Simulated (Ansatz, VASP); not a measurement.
**Re: VASP beside Ansatz**

INCAR

```
SYSTEM = Re
PREC     = Accurate       ! precision mode
ENCUT    = 520            ! plane-wave cutoff, eV
EDIFF    = 1E-6           ! SCF threshold, eV
ISMEAR   = 0              ! smearing method
SIGMA    = 0.15           ! smearing width, eV
LREAL    = .False.        ! projectors in reciprocal space
LASPH    = .True.         ! aspherical terms in the spheres
NELM     = 100            ! most SCF steps
ALGO     = Fast           ! electronic algorithm
ISIF     = 2              ! what is computed and relaxed
LWAVE    = .False.        ! write WAVECAR
LCHARG   = .False.        ! write CHGCAR
GGA      = PS             ! functional
NBANDS   = 14             ! bands
```

The input KPOINTS:

```
Automatic mesh
0
Gamma
  18 18 10
  0 0 0
```

The input POSCAR:

```
Re
1.0
    2.6128000000      0.0000000000      0.0000000000
   -1.3064000000      2.2627511750      0.0000000000
    0.0000000000      0.0000000000      4.7988000000
Re
2
Direct
    0.3333333333      0.6666666667      0.2500000000
    0.6666666667      0.3333333333      0.7500000000
```

Input for Ansatz:

```yaml
crystal:
  lattice:
    - [2.6128, 0.0, 0.0]
    - [-1.3064, 2.262751175, 0.0]
    - [0.0, 0.0, 4.7988]
  atoms:
    - { symbol: Re, position: [0.3333333333, 0.6666666667, 0.25] }
    - { symbol: Re, position: [0.6666666667, 0.3333333333, 0.75] }
basis:
  ecutwfc: 420
kpoints:
  mp_grid: { grid: [18, 18, 10] }
hamiltonian:
  xc: pbesol
scf:
  occupations: { method: gaussian, width: 0.15 }
output:
  forces: true
  stress: true
  eigenvalues: true
```

Alike in both runs: task single point; functional PBEsol; k mesh 18 × 18 × 10; occupations gaussian, width 0.15 eV; no spin polarisation.

|  | VASP | Ansatz |
| --- | --- | --- |
| version | VASP 6.6.1 | Ansatz 0.2.0 |
| potentials or method | VASP PAW PBE potentials, release 64 (Re), cutoff 520 eV | scalar-relativistic, plane waves, PAW |
| valence electrons in the cell | 14 | 30 |

|  | VASP | Ansatz | Ansatz less VASP |
| --- | --- | --- | --- |
| gap on the k mesh at the Fermi level (eV) | none | none | - |
| pressure (GPa) | 18.4 | 18.1 | -0.31 |
| traceless stress, the component that is largest in VASP (GPa) | -46.56 | -46.85 | -0.292 |

VASP's potentials were made for PBE, not for PBEsol. A gap of «none» marks a metal or a gap that the smearing closes. The functional is the same, so the differences come from potentials, cutoffs and numerics. VASP's potentials hold 14 valence electrons a cell and Ansatz's 30, so a difference there can come from the potentials and not from the codes.

Neither program's run includes spin-orbit coupling.
